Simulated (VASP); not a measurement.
# Ti9Ni7 in VASP: further runs

Runs on Ti9Ni7. Level: PBE. Tasks: single point.

Program: VASP 6.6.1. These are calculated values, not measurements. Logs are shortened: lines on timing, memory, paths and dates and some standing lists are left out, and cuts for length are marked.

### Step 1. The cell of the first run

The cell holds a disordered packing, 16 atoms: a = 6.118 Å, b = 6.259 Å, c = 6.545 Å, α = 84.50°, β = 89.59°, γ = 89.29°.

### Step 2. Single point, PBE

The input, INCAR:

```
ALGO     = Normal         # electronic algorithm
EDIFF    = 1E-6           # SCF threshold, eV
ENCUT    = 400            # plane-wave cutoff, eV
GGA      = PE             # functional
GGA_COMPAT= False        
ISIF     = 2              # what is computed and relaxed
ISMEAR   = -1             # smearing method
ISYM     = -1           
LASPH    = True           # aspherical terms in the spheres
LCHARG   = False          # write CHGCAR
LREAL    = Auto         
LWAVE    = False          # write WAVECAR
NBANDS   = 103            # bands
NELM     = 120            # most SCF steps
PREC     = Accurate       # precision mode
SIGMA    = 0.1663         # smearing width, eV
```

The input, KPOINTS:

```
explicit points
1
Reciprocal
  0.25000000   0.25000000   0.25000000 1
```

The input, POSCAR:

```
Ti9Ni7
1.0
    6.1173580000      0.0376560000      0.0215690000
    0.0376560000      6.2512350000      0.3066880000
    0.0215690000      0.3066880000      6.5379140000
Ti Ni
9 7
Direct
    0.7153984704      0.4602158283      0.3551187578
    0.3652177728      0.5597976431      0.6093187213
    0.1927451046      0.9717054943      0.5951898826
    0.7566501779      0.9323377687      0.3383963152
    0.3031067068      0.1955615802      0.9150955338
    0.6756826660      0.0391790233      0.6841259252
    0.4839996972      0.7737019064      0.9784441215
    0.8061120700      0.5753360743      0.7542780922
    1.0355064503      0.8058507612      1.0363121025
    0.0780906056      0.1683147073      0.2365779915
    0.4428639501      0.2174330173      0.3268586540
    1.0512204544      0.6139329398      0.4105839203
    0.3394485120      0.8745607651      0.2895576698
    0.0741414828      0.2800081251      0.6247865467
    0.2996893153      0.5179573203      0.1269399852
    0.6973701867      0.1421487510      0.0214732262
```

Potentials or basis: VASP PAW PBE potentials, release 64 (Ti_sv, Ni).

Started as:

```
$ cat potpaw_PBE.64/Ti_sv/POTCAR potpaw_PBE.64/Ni/POTCAR > POTCAR
$ mpirun -np 1 vasp_std > vasp.out
```

OUTCAR:

```text
EDIFF = 1E-6
   ENCUT = 400
   GGA = PE
   ISIF = 2
   ISMEAR = -1
   ISYM = -1
   LASPH = True
   LREAL = Auto
   NELM = 120
   PREC = Accurate

 ion  position               nearest neighbor table
   1  0.715  0.460  0.355-  11 2.29  12 2.32   2 2.80   8 2.84  15 2.96  14 2.97  10 3.00
   2  0.365  0.560  0.609-  12 2.33  14 2.51  13 2.74   3 2.77   1 2.80   8 2.87   5 2.91  11 2.99

   3  0.193  0.972  0.595-  14 2.08  13 2.32  10 2.64  11 2.70   5 2.72   2 2.77  12 2.79
   4  0.757  0.932  0.338-  16 2.37   6 2.47  10 2.52  11 2.60  13 2.61  12 2.68   9 2.77
   5  0.303  0.196  0.915-  14 2.38  10 2.50  16 2.52  15 2.56   3 2.72   7 2.84  11 2.85   2 2.91

   6  0.676  0.039  0.684-  16 2.36   4 2.47   7 2.69  11 2.87  14 2.89
   7  0.484  0.774  0.978-  15 2.12  13 2.35   6 2.69  16 2.70   9 2.77   8 2.80   5 2.84
   8  0.806  0.575  0.754-  14 2.65  12 2.69   7 2.80   1 2.84   9 2.84   2 2.87
   9  0.036  0.806  0.036-  15 2.44  13 2.57  12 2.62  10 2.74   4 2.77   7 2.77   8 2.84  16 2.93

  10  0.078  0.168  0.237-  11 2.34  13 2.42   5 2.50   4 2.52  15 2.63   3 2.64  14 2.70   9 2.74
                            16 2.74   1 3.00
  11  0.443  0.217  0.327-  13 2.28   1 2.29  10 2.34  15 2.35  16 2.60   4 2.60   3 2.70   5 2.85
                             6 2.87   2 2.99  14 3.02
  12  0.051  0.614  0.411-   1 2.32   2 2.33  14 2.41  13 2.49  15 2.50   9 2.62   4 2.68   8 2.69
                             3 2.79
  13  0.339  0.875  0.290-  11 2.28   3 2.32   7 2.35  10 2.42  12 2.49   9 2.57  15 2.58   4 2.61
                             2 2.74
  14  0.074  0.280  0.625-   3 2.08   5 2.38  12 2.41   2 2.51   8 2.65  10 2.70   6 2.89   1 2.97
                            11 3.02
  15  0.300  0.518  0.127-   7 2.12  11 2.35   9 2.44  12 2.50   5 2.56  13 2.58  10 2.63   1 2.96

  16  0.697  0.142  0.021-   6 2.36   4 2.37   5 2.52  11 2.60   7 2.70  10 2.74   9 2.93

IMPORTANT INFORMATION: All symmetrisations will be switched off!
NOSYMM: (Re-)initialisation of all symmetry stuff for point group C_1.

----------------------------------------------------------------------------------------

                                     Primitive cell

  volume of cell :     249.4296

  direct lattice vectors                    reciprocal lattice vectors
     6.117358000  0.037656000  0.021569000     0.163476918 -0.000960498 -0.000494265
     0.037656000  6.251235000  0.306688000    -0.000960498  0.160343031 -0.007518387
     0.021569000  0.306688000  6.537914000    -0.000494265 -0.007518387  0.153308297

  length of vectors
     6.117511920  6.258866873  6.545138824     0.163480486  0.160522074  0.153493336

  position of ions in fractional coordinates (direct lattice)
     0.715398470  0.460215828  0.355118758
     0.365217773  0.559797643  0.609318721
     0.192745105  0.971705494  0.595189883
     0.756650178  0.932337769  0.338396315
     0.303106707  0.195561580  0.915095534
     0.675682666  0.039179023  0.684125925
[... 8 lines left out ...]
     0.299689315  0.517957320  0.126939985
     0.697370187  0.142148751  0.021473226

  ion indices of the primitive-cell ions
   primitive index   ion index
                 1           1
                 2           2
                 3           3
                 4           4
                 5           5
                 6           6
[... 8 lines left out ...]
                15          15
                16          16

----------------------------------------------------------------------------------------

 KPOINTS: explicit points

Read explicit list of k-points.

 Found      1 k-points:

 Following reciprocal coordinates:
            Coordinates               Weight
  0.250000  0.250000  0.250000      1.000000
   k-points           NKPTS =      1   k-points in BZ     NKDIM =      1   number of bands    NBANDS=    103
   number of dos      NEDOS =    301   number of ions     NIONS =     16
   total plane-waves  NPLWV =  80640
   dimension x,y,z NGX =    40 NGY =   42 NGZ =   48
   dimension x,y,z NGXF=    80 NGYF=   84 NGZF=   96
   ions per type =               9   7
   NGX,Y,Z   is equivalent  to a cutoff of  10.87, 11.16, 12.19 a.u.
   NGXF,Y,Z  is equivalent  to a cutoff of  21.74, 22.31, 24.38 a.u.
 SYSTEM =  unknown system
   PREC   = accura    normal or accurate (medium, high low for compatibility)
   ISTART =      0    job   : 0-new  1-cont  2-samecut
   ICHARG =      2    charge: 1-file 2-atom 10-const
   ISPIN  =      1    spin polarized calculation?
   LNONCOLLINEAR =      F non collinear calculations
   LSORBIT =      F    spin-orbit coupling
   LASPH  =      T    aspherical Exc in radial PAW
   ENCUT  =  400.0 eV  29.40 Ry    5.42 a.u.   9.98 10.21 10.67*2*pi/ulx,y,z
   NELM   =    120;   NELMIN=  2; NELMDL= -5     # of ELM steps
   EDIFF  = 0.1E-05   stopping-criterion for ELM
   LREAL  =      T    real-space projection
   EDIFFG = 0.1E-04   stopping-criterion for IOM
   NSW    =      0    number of steps for IOM
   IBRION =     -1    ionic relax: 0-MD 1-quasi-New 2-CG
   NFREE  =      0    steps in history (QN), initial steepest desc. (CG)
   ISIF   =      2    stress and relaxation
   ISYM   =     -1    0-nonsym 1-usesym 2-fastsym
   POTIM  = 0.5000    time-step for ionic-motion
   TEBEG  =    0.0;   TEEND  =   0.0 temperature during run
   PSTRESS=    0.0 pullay stress
   NELECT =     178.0000    total number of electrons
   NUPDOWN=      -1.0000    fix difference up-down
   EMIN   =  10.00;   EMAX   =-10.00  energy-range for DOS
   EFERMI =   0.00;   METHOD = LEGACY
   ISMEAR =    -1;   SIGMA  =   0.17  broadening in eV -4-tet -1-fermi 0-gaus
   EFERMI_NEDOS =   21; number of points for ismear=-14 and -15
   IALGO  =     38    algorithm
   IMIX   =      4    mixing-type and parameters
     AMIX     =   0.40;   BMIX     =  1.00
     AMIX_MAG =   1.60;   BMIX_MAG =  1.00
  volume/ion in A,a.u.               =      15.59       105.20
  Fermi-wavevector in a.u.,A,eV,Ry     =   1.462959  2.764592 29.119859  2.140249
  Thomas-Fermi vector in A             =   2.579111
   LORBIT       =      0    0 simple, 1 ext, 2 COOP (PROOUT), +10 PAW based schemes
   GGA     = PE    functional components
   LHFCALC =     F    Hartree Fock is set to
   AEXX    =    0.0000 exact exchange contribution
   IVDW    =     0    specifies the selected vdW correction
   LEPSILON=     F    determine dielectric tensor
   LRPA    =     F    only Hartree local field effects (RPA)
 non-spin polarized calculation
  energy-cutoff  :      400.00
  volume of cell :      249.43
 maximum number of plane-waves:      4517
 NGX is ok and might be reduce to    40
   NGX = 19   NGY = 21   NGZ = 21

 number of electron     177.9999935 magnetization

 Free energy of the ion-electron system (eV)
  ---------------------------------------------------
  ext. energy  EPLUGINS =         0.00000000
  ---------------------------------------------------
  free energy    TOTEN  =      -108.03839869 eV

  energy without entropy =     -106.24761295  energy(sigma->0) =     -107.14300582

 E-fermi :   7.8397     XC(G=0): -11.6145

 val. band max:        7.7737252859   @ k =   0.2500   0.2500   0.2500
 cond. band min:       7.8516645732   @ k =   0.2500   0.2500   0.2500
 fundamental gap:      0.0779392873
 Fermi energy:         7.8396578809

 k-point     1 :       0.2500    0.2500    0.2500
  band No.  band energies     occupation
      1     -49.2293      2.00000
      2     -49.1242      2.00000
      3     -49.0700      2.00000
      4     -49.0287      2.00000
      5     -49.0072      2.00000
      6     -48.9588      2.00000
[... 93 lines left out ...]
    100       8.9103      0.00319
    101       8.9850      0.00204
 [bands above 101 left out]

------------------------ aborting loop because EDIFF is reached ----------------------------------------

  FORCE on cell =-STRESS in cart. coord.  units (eV):
  Direction    XX          YY          ZZ          XY          YZ          ZX
  --------------------------------------------------------------------------------------
  -------------------------------------------------------------------------------------
  Total       -2.7701509      3.0645096     -0.5353083      1.7516496      4.7355443     -0.5140072
  in kB      -17.7936915     19.6844645     -3.4384807     11.2514851     30.4181309     -3.3016557
  external PRESSURE =      -0.5159025 kB  Pullay stress =       0.0000000 kB

 VOLUME and BASIS-vectors are now :
 -----------------------------------------------------------------------------
  energy-cutoff  :      400.00
  volume of cell :      249.43
      direct lattice vectors                 reciprocal lattice vectors
     6.117358000  0.037656000  0.021569000     0.163476918 -0.000960498 -0.000494265
     0.037656000  6.251235000  0.306688000    -0.000960498  0.160343031 -0.007518387
     0.021569000  0.306688000  6.537914000    -0.000494265 -0.007518387  0.153308297

 POSITION                                       TOTAL-FORCE (eV/Angst)
 -----------------------------------------------------------------------------------
      4.40134      3.01277      2.47831         0.877220     -0.814958     -0.876638
      2.26839      3.70005      4.16323         0.940756      0.198759      0.227155
      1.22852      6.26416      4.19347        -0.297977     -2.377789     -0.037623
      4.67111      5.96054      2.51466        -0.157044     -0.357280     -0.026835
      1.88131      1.51456      6.04933         0.056715      0.509445      1.622456
      4.14962      0.48017      4.49935         0.101372      0.398235      0.266030
[... 8 lines left out ...]
      1.85555      3.28809      0.99524        -0.583116     -1.255660      0.607948
      4.27188      0.92145      0.19903         0.699196      0.851915      0.208597
 -----------------------------------------------------------------------------------
    total drift:                                0.006846      0.000283     -0.001138

  FREE ENERGIE OF THE ION-ELECTRON SYSTEM (eV)
  ---------------------------------------------------
  free  energy   TOTEN  =      -108.0383986949 eV

  energy  without entropy=     -106.2476129457  energy(sigma->0) =     -107.14300582
```

Wall time 3.1 min (1 thread of Intel Xeon Platinum 8375C at 2.90GHz (Ice Lake), shared host); peak memory 0.26 GiB.

What came out:

```
Free energy   : -108.0384 eV
Pressure      : -0.1 GPa
Largest force : 2.397 eV/Å
```

Forces on the atoms (eV/Å):
```
Ti   0.877 -0.815 -0.877
Ti   0.941  0.199  0.227
Ti  -0.298 -2.378 -0.038
Ti  -0.157 -0.357 -0.027
Ti   0.057  0.509  1.622
Ti   0.101  0.398  0.266
Ti   1.524  1.058 -1.275
Ti   0.665 -0.782 -0.172
Ti  -1.430  0.915 -0.175
Ni  -1.216  0.369 -0.414
Ni   0.050  0.121  1.160
Ni  -0.225  0.631 -0.509
Ni   0.601 -1.171 -0.388
Ni  -1.606  1.706 -0.218
Ni  -0.583 -1.256  0.608
Ni   0.699  0.852  0.209
```

Caveat: the atoms stand as in a frame of molecular dynamics. Spin polarisation is off, so any magnetic state and its effect on volume and gap are missing.

### Step 3. Single point, PBE

The input, INCAR:

```
SYSTEM = Ti9Ni7
PREC = Accurate
ENCUT = 400
EDIFF = 1E-6
ISMEAR = -1
SIGMA = 0.1663
LREAL = Auto
LASPH = .TRUE.
NELM = 120
ALGO = Normal
ISIF = 2
LWAVE = .FALSE.
LCHARG = .FALSE.
GGA = PE
NBANDS = 103
ISYM = -1
GGA_COMPAT = .FALSE.
```

KPOINTS is that of step 2.

The input, POSCAR:

```
Ti9Ni7
1.0
    6.1173580000      0.0376560000      0.0215690000
    0.0376560000      6.2512350000      0.3066880000
    0.0215690000      0.3066880000      6.5379140000
Ti Ni
9 7
Direct
    0.7580564724      0.4646757708      0.2628931793
    0.5066013410      0.5361724232      0.6899311413
    0.2195234622      0.9264046841      0.6627427187
    0.8192965374      0.9075637687      0.3687955632
    0.3715138361      0.1516980893      0.9869961328
    0.6850261429      0.0861623832      0.6484451619
    0.5466649549      0.7970236072      1.0036646869
    0.8835688737      0.5407157934      0.7757748508
    0.9676788363      0.8017382880      1.0623520932
    0.0759387275      0.2092637288      0.2847411886
    0.4654511209      0.2948425786      0.3515355210
    1.1173888255      0.5895373849      0.4305674561
    0.3416315368      0.8680949336      0.2957764587
    0.0398716457      0.2023589431      0.7328499501
    0.2962142024      0.5264830795      0.0322422279
    0.7613938848      0.1571906298      0.0519661188
```

Potentials or basis: VASP PAW PBE potentials, release 64 (Ti_sv, Ni).

Started as:

```
$ cat potpaw_PBE.64/Ti_sv/POTCAR potpaw_PBE.64/Ni/POTCAR > POTCAR
$ mpirun -np 1 vasp_std > vasp.out
```

OUTCAR:

```text
SYSTEM = Ti9Ni7
   PREC = Accurate
   ENCUT = 400
   EDIFF = 1E-6
   ISMEAR = -1
   LREAL = Auto
   LASPH = .TRUE.
   NELM = 120
   ISIF = 2
   GGA = PE
   ISYM = -1

 ion  position               nearest neighbor table
   1  0.758  0.465  0.263-  11 2.14  16 2.47  10 2.50  12 2.62   9 2.71   7 2.86
   2  0.507  0.536  0.690-   8 2.38  15 2.57   7 2.76  11 2.81  12 2.93
   3  0.220  0.926  0.663-  14 2.12  13 2.57  12 2.79   5 2.83
   4  0.819  0.908  0.369-   9 2.35   6 2.37  10 2.49  16 2.50  12 2.69  13 2.98
   5  0.372  0.152  0.987-  16 2.43  15 2.43   7 2.45  13 2.57  14 2.63  10 2.70  11 2.70   3 2.83

   6  0.685  0.086  0.648-   4 2.37  14 2.38  11 2.61  16 2.76
   7  0.547  0.797  0.004-  15 2.29  13 2.35   5 2.45   9 2.61  16 2.67   2 2.76   1 2.86
   8  0.884  0.541  0.776-  14 2.35   2 2.38   9 2.66  12 2.66  16 2.96
   9  0.968  0.802  0.062-   4 2.35  16 2.54   7 2.61  15 2.65   8 2.66   1 2.71  12 2.79  13 2.82

  10  0.076  0.209  0.285-   4 2.49   1 2.50  11 2.50  16 2.51  13 2.66  12 2.66   5 2.70  15 2.81
                            14 2.94
  11  0.465  0.295  0.352-   1 2.14  10 2.50   6 2.61  15 2.64   5 2.70   2 2.81  13 2.84  16 2.85
                            12 2.88
  12  0.117  0.590  0.431-  13 2.33   1 2.62   8 2.66  10 2.66   4 2.69   9 2.79   3 2.79  11 2.88
                            15 2.88   2 2.93  14 3.02
  13  0.342  0.868  0.296-  12 2.33   7 2.35   5 2.57   3 2.57  10 2.66   9 2.82  11 2.84  15 2.89
                             4 2.98
  14  0.040  0.202  0.733-   3 2.12   8 2.35   6 2.38   5 2.63  16 2.68  10 2.94  12 3.02
  15  0.296  0.526  0.032-   7 2.29   5 2.43   2 2.57  11 2.64   9 2.65  10 2.81  12 2.88  13 2.89

  16  0.761  0.157  0.052-   5 2.43   1 2.47   4 2.50  10 2.51   9 2.54   7 2.67  14 2.68   6 2.76
                            11 2.85   8 2.96

IMPORTANT INFORMATION: All symmetrisations will be switched off!
NOSYMM: (Re-)initialisation of all symmetry stuff for point group C_1.

----------------------------------------------------------------------------------------

                                     Primitive cell

  volume of cell :     249.4296

[... 100 lines left out ...]
   LHFCALC =     F    Hartree Fock is set to
   AEXX    =    0.0000 exact exchange contribution
   IVDW    =     0    specifies the selected vdW correction
   LEPSILON=     F    determine dielectric tensor
   LRPA    =     F    only Hartree local field effects (RPA)
 non-spin polarized calculation
  energy-cutoff  :      400.00
  volume of cell :      249.43
 maximum number of plane-waves:      4517
 NGX is ok and might be reduce to    40
   NGX = 19   NGY = 21   NGZ = 21

 number of electron     178.0000030 magnetization

 Free energy of the ion-electron system (eV)
  ---------------------------------------------------
  ext. energy  EPLUGINS =         0.00000000
  ---------------------------------------------------
  free energy    TOTEN  =      -107.28846000 eV

  energy without entropy =     -105.47041151  energy(sigma->0) =     -106.37943576

 E-fermi :   7.7557     XC(G=0): -11.6344

 val. band max:        7.7179932069   @ k =   0.2500   0.2500   0.2500
 cond. band min:       7.8128787397   @ k =   0.2500   0.2500   0.2500
 fundamental gap:      0.0948855328
 Fermi energy:         7.7557379765

 k-point     1 :       0.2500    0.2500    0.2500
  band No.  band energies     occupation
      1     -49.3153      2.00000
      2     -49.1640      2.00000
      3     -49.1009      2.00000
      4     -49.0866      2.00000
      5     -48.9772      2.00000
      6     -48.8839      2.00000
[... 93 lines left out ...]
    100       8.8840      0.00226
    101       8.9323      0.00169
 [bands above 101 left out]

------------------------ aborting loop because EDIFF is reached ----------------------------------------

  FORCE on cell =-STRESS in cart. coord.  units (eV):
  Direction    XX          YY          ZZ          XY          YZ          ZX
  --------------------------------------------------------------------------------------
  -------------------------------------------------------------------------------------
  Total       -1.2628755     -0.8685539    -10.8403158     -0.1377335      7.9596065     -1.1196976
  in kB       -8.1119105     -5.5790390    -69.6313085     -0.8847127     51.1274603     -7.1922267
  external PRESSURE =     -27.7740860 kB  Pullay stress =       0.0000000 kB

 VOLUME and BASIS-vectors are now :
 -----------------------------------------------------------------------------
  energy-cutoff  :      400.00
  volume of cell :      249.43
      direct lattice vectors                 reciprocal lattice vectors
     6.117358000  0.037656000  0.021569000     0.163476918 -0.000960498 -0.000494265
     0.037656000  6.251235000  0.306688000    -0.000960498  0.160343031 -0.007518387
     0.021569000  0.306688000  6.537914000    -0.000494265 -0.007518387  0.153308297

 POSITION                                       TOTAL-FORCE (eV/Angst)
 -----------------------------------------------------------------------------------
      4.66047      3.01397      1.87763         1.162709      0.215291      0.318560
      3.13413      3.58241      4.68608        -1.707089      0.125004     -1.519924
      1.39208      6.00269      4.62181         0.472152     -1.992304     -1.200885
      5.05406      5.81735      2.70716        -0.428835     -0.895599      0.399167
      2.29968      1.26499      6.50743        -1.015904      1.923677      0.472019
      4.20778      0.76329      4.28068        -1.008157      0.290469      1.094660
[... 8 lines left out ...]
      1.83257      3.31221      0.37865        -1.127384     -0.259204      0.479798
      4.66476      1.02724      0.40438         0.110315      0.480592     -1.051855
 -----------------------------------------------------------------------------------
    total drift:                                0.002519     -0.000205     -0.004641

  FREE ENERGIE OF THE ION-ELECTRON SYSTEM (eV)
  ---------------------------------------------------
  free  energy   TOTEN  =      -107.2884600028 eV

  energy  without entropy=     -105.4704115148  energy(sigma->0) =     -106.37943576
```

Run time: 3.2 min. Hardware: 1 thread of Intel Xeon Platinum 8375C at 2.90GHz (Ice Lake), shared host; peak memory 0.26 GiB.

Results:

```yaml
Free_energy: -107.2885 eV
Pressure: -2.8 GPa
Largest_force: 2.940 eV/Å
```

Forces on the atoms (eV/Å):
```
Ti   1.163  0.215  0.319
Ti  -1.707  0.125 -1.520
Ti   0.472 -1.992 -1.201
Ti  -0.429 -0.896  0.399
Ti  -1.016  1.924  0.472
Ti  -1.008  0.290  1.095
Ti   0.668 -0.952 -0.509
Ti   1.383  0.172  0.332
Ti   2.550  1.275 -0.719
Ni   0.406  0.167  0.476
Ni  -1.788 -1.208  0.676
Ni  -0.130 -0.866  0.181
Ni   0.126  0.235  0.584
Ni   0.326  1.290 -0.014
Ni  -1.127 -0.259  0.480
Ni   0.110  0.481 -1.052
```

Caveat: the atoms stand as in a frame of molecular dynamics.

(Continued in part 2 of 2.)
